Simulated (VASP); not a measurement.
Here is a VASP 6.6.1 calculation.

Contents of POSCAR:

```
Cu
1.0
    0.0000000000      1.7887153400      1.7887153400
    1.7887153400      0.0000000000      1.7887153400
    1.7887153400      1.7887153400      0.0000000000
Cu
1
Direct
    0.0000000000      0.0000000000      0.0000000000
```

File INCAR.step1:

```
PREC = Accurate
ENCUT = 600
ISMEAR = 0
SIGMA = 0.1
LREAL = False
LASPH = True
NELM = 60
GGA = PE
ALGO = Normal
EDIFF = 1E-4
LWAVE = True
LCHARG = False
```

INCAR.step2

```
PREC = Accurate
ENCUT = 600
EDIFF = 1E-7
ISMEAR = 0
SIGMA = 0.1
LREAL = False
LASPH = True
NELM = 60
ALGO = Normal
ISIF = 3
LWAVE = False
LCHARG = False
METAGGA = R2SCAN
LMIXTAU = True
IBRION = 2
NSW = 100
EDIFFG = -0.005
ISTART = 1
```

The input KPOINTS:

```
regular mesh
0
Gamma
  20 20 20
```

Potentials or basis: VASP PAW PBE potentials, release 64 (Cu).

Command:

```bash
$ cat potpaw_PBE.64/Cu/POTCAR > POTCAR
$ cp INCAR.step1 INCAR
$ mpirun -np 1 vasp_std > vasp.out
$ cp INCAR.step2 INCAR
$ mpirun -np 1 vasp_std > vasp.out
```

**Question.** Estimate the relaxed volume.

**Answer.** 11.48 Å³/atom.

**Question.** What does it give for the space group after relaxing (to 0.05 Å)?

**Answer.** Fm-3m (No. 225).

Final structure:
```
CELL_PARAMETERS angstrom
0.00000 1.79070 1.79070
1.79070 0.00000 1.79070
1.79070 1.79070 0.00000
ATOMIC_POSITIONS crystal
Cu 0.00000 0.00000 0.00000
```

Caveat: the PAW data sets were made with another functional, which shifts forces and pressure a little.
